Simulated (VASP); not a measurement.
## Rb: single point with PBEsol

Rb:

```xyz
1
Lattice="-2.7359 2.7359 2.8761 2.7359 -2.7359 2.8761 2.7359 2.7359 -2.8761" Properties=species:S:1:pos:R:3 pbc="T T T"
Rb    0.0000    0.0000    0.0000
```

This cell differs from its parent crystal: strain -0.025 along x and y, +0.025 along z.

* Program: VASP 6.6.1
* Task: single point
* Functional: PBEsol
* Potentials or basis: VASP PAW PBE potentials, release 64 (Rb_sv)
* Cutoff: 520 eV
* k mesh: 12 × 12 × 12
* Occupations: gaussian, width 0.15 eV
* Spin: no spin polarisation

The pressure is 0.0 GPa.

Levels at points of the mesh, in eV from the Fermi level:
```
           k point  band 2  band 3  band 4  band 5  band 6  band 7
(0.00, 0.00, 0.00)  -12.86  -12.86  -12.86   -2.05    3.66    3.66
(0.50, 0.00, 0.00)  -12.98  -12.90  -12.86    0.20    0.79    2.69
(0.50, 0.50, 0.00)  -12.98  -12.91  -12.87    0.29    0.91    2.43
(0.50, 0.50, 0.50)  -12.95  -12.94  -12.94    1.16    1.30    3.06
```

Wall time 36 s on 1 thread of Intel(R) Xeon(R) 6975P-C (Granite Rapids), on a shared host, peak memory 0.29 GiB.

Caveat: the cell differs from its parent crystal (strain -0.025 along x and y, +0.025 along z); the PAW data sets were made with another functional, which shifts forces and pressure a little.
